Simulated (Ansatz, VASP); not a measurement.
# Two plane-wave programs on Ir

The input INCAR:

```
SYSTEM = Ir
PREC = Accurate
ENCUT = 600
EDIFF = 1E-7
ISMEAR = 0
SIGMA = 0.1
LREAL = .False.
LASPH = .True.
NELM = 80
ALGO = Normal
ISIF = 3
LWAVE = .False.
LCHARG = .False.
GGA = PE
IBRION = 2
NSW = 80
EDIFFG = -0.05
```

File KPOINTS:

```
regular mesh
0
Gamma
  6 6 6
  0 0 0
```

Contents of POSCAR:

```
Ir
1.0
    0.0000000000      3.3615455570      3.3615455570
    3.3615455570      0.0000000000      3.3615455570
    3.3615455570      3.3615455570      0.0000000000
Ir
2
Direct
    0.0000000000      0.0000000000      0.0000000000
    0.2500000000      0.2500000000      0.2500000000
```

Input for Ansatz:

```yaml
crystal:
  lattice:
    - [0.0, 3.361545557, 3.361545557]
    - [3.361545557, 0.0, 3.361545557]
    - [3.361545557, 3.361545557, 0.0]
  atoms:
    - { symbol: Ir, position: [0.0, 0.0, 0.0] }
    - { symbol: Ir, position: [0.25, 0.25, 0.25] }
basis:
  ecutwfc: 420
kpoints:
  mp_grid: { grid: [6, 6, 6] }
hamiltonian:
  xc: pbe
scf:
  occupations: { method: gaussian, width: 0.1 }
output:
  forces: true
  stress: true
  eigenvalues: true
relax:
  adjacent_minimum: "off"
  f_tol: 0.05
  max_steps: 60
  cell: { stress_tol: 0.5 }
```

Alike in both runs: task relaxation of cell and atoms; functional PBE; k mesh 6 × 6 × 6; occupations gaussian, width 0.1 eV; no spin polarisation.

```csv
,VASP,Ansatz
version,VASP 6.6.1,Ansatz 0.2.0
potentials or method,"VASP PAW PBE potentials, release 64 (Ir), cutoff 600 eV","scalar-relativistic, plane waves, PAW"
valence electrons in the cell,18,34
```

|  | VASP | Ansatz | Ansatz less VASP |
| --- | --- | --- | --- |
| gap on the k mesh at the Fermi level, each at its own relaxed structure (eV) | none | none | - |
| relaxed volume (Å³/atom) | 21.59 | 21.62 | +0.029 |
| relaxed cell length with the largest relative difference (Å) | 3.938 | 3.940 | +0.0018 |

A gap of «none» marks a metal or a gap that the smearing closes. VASP's potentials hold 18 valence electrons a cell and Ansatz's 34, so a difference there can come from the potentials and not from the codes.

Neither program's run includes spin-orbit coupling. Noted on VASP's run: the volume moved by over 15 % at a fixed basis, so the end points are rough.
